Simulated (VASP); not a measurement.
Write the native input for VASP 6.6.1 that does the following.

* Task: single point
* Functional: PBE
* Potentials or basis: VASP PAW PBE potentials, release 64 (Sc_sv, Cd)
* Cutoff: 520 eV
* k mesh: 4 × 4 × 4
* Occupations: gaussian, width 0.1 eV
* Spin: no spin polarisation
* Dipole correction: no
* Further INCAR settings: ALGO = Normal; EDIFF = 1e-06; NBANDS = 43

The structure of Sc2Cd lies in POSCAR:

```
Sc2Cd
1.0
    0.0000000000      4.1734548415      4.1734548415
    4.1734548415      0.0000000000      4.1734548415
    4.1734548415      4.1734548415      0.0000000000
Sc Cd
4 2
Direct
    0.6250000000      0.6250000000      0.6250000000
    0.1250000000      0.6250000000      0.6250000000
    0.6250000000      0.6250000000      0.1250000000
    0.6250000000      0.1250000000      0.6250000000
    0.0000000000      0.0000000000      0.0000000000
    0.2500000000      0.2500000000      0.2500000000
```

The input as run:

INCAR

```
SYSTEM = Sc2Cd
ALGO = Normal ; EDIFF = 1E-6
ENCUT = 520 ; GGA = PE
ISIF = 2 ; ISMEAR = 0
LASPH = .True. ; LCHARG = .True.
LELF = .True. ; LREAL = .False.
LVHAR = .True. ; LWAVE = .False.
NBANDS = 43 ; NELM = 100
PREC = Accurate ; SIGMA = 0.1
```

KPOINTS

```
k-points
0
Gamma
  4 4 4
  0 0 0
```

Potentials or basis: VASP PAW PBE potentials, release 64 (Sc_sv, Cd).

Run with:

```sh
$ cat potpaw_PBE.64/Sc_sv/POTCAR potpaw_PBE.64/Cd/POTCAR > POTCAR
$ mpirun -np 1 vasp_std > vasp.out
```

Results of the run:

The pressure is -0.3 GPa and the band gap on the k mesh is zero (bands 34 and 35 overlap by 0.42 eV).

Wall time 39 s on 1 thread of Intel(R) Xeon(R) 6975P-C (Granite Rapids), with other jobs on the host, peak memory 0.32 GiB.
